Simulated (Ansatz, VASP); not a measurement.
## TiAl3: VASP beside Ansatz

File INCAR:

```
SYSTEM = TiAl3
ALGO = Fast ; EDIFF = 1E-6
ENCUT = 520 ; GGA = CA
ISIF = 2 ; ISMEAR = 0
LASPH = .TRUE. ; LCHARG = .TRUE.
LELF = .TRUE. ; LREAL = .FALSE.
LVHAR = .TRUE. ; LWAVE = .FALSE.
NBANDS = 18 ; NELM = 100
PREC = Accurate ; SIGMA = 0.15
```

File KPOINTS:

```
k-points
0
G
  16 16 16
  0 0 0
```

POSCAR

```
TiAl3
1.0
   -1.9542794943      1.9542794943      4.3875584939
    1.9542794943     -1.9542794943      4.3875584939
    1.9542794943      1.9542794943     -4.3875584939
Ti Al
1 3
Direct
    0.0000000000      0.0000000000      0.0000000000
    0.5000000000      0.5000000000      0.0000000000
    0.7500000000      0.2500000000      0.5000000000
    0.2500000000      0.7500000000      0.5000000000
```

Input for Ansatz:

```yaml
crystal:
  lattice:
    - [-1.9542794943, 1.9542794943, 4.3875584939]
    - [1.9542794943, -1.9542794943, 4.3875584939]
    - [1.9542794943, 1.9542794943, -4.3875584939]
  atoms:
    - { symbol: Ti, position: [0.0, 0.0, 0.0] }
    - { symbol: Al, position: [0.5, 0.5, 0.0] }
    - { symbol: Al, position: [0.75, 0.25, 0.5] }
    - { symbol: Al, position: [0.25, 0.75, 0.5] }
basis:
  ecutwfc: 520.0
kpoints:
  mp_grid: { grid: [16, 16, 16] }
hamiltonian:
  xc: lda
  pseudopotentials: { kind: paw, azcp: { folder: soft_1 } }
scf:
  occupations: { method: gaussian, width: 0.15 }
output:
  forces: true
  stress: true
  eigenvalues: true
```

Alike in both runs: task single point; functional LDA; k mesh 16 × 16 × 16; occupations gaussian, width 0.15 eV; no spin polarisation.

|  | VASP | Ansatz |
| --- | --- | --- |
| version | VASP 6.6.1 | Ansatz 0.2.0 |
| potentials or method | VASP PAW LDA potentials, release 64 (Ti_sv, Al), cutoff 520 eV | scalar-relativistic, plane waves, PAW |
| valence electrons in the cell | 21 | 21 |

```tsv
	VASP	Ansatz	Ansatz less VASP
gap on the k mesh at the Fermi level (eV)	none	none	-
pressure (GPa)	-9.5	-9.6	-0.06
traceless stress, the component that is largest in VASP (GPa)	0.33	0.33	0.000
```

Ansatz warns that its potentials were made for another functional, while VASP's fit it. LDA's correlation is that of Perdew and Zunger in VASP and of Perdew and Wang (1992) in Ansatz. A gap of «none» marks a metal or a gap that the smearing closes.
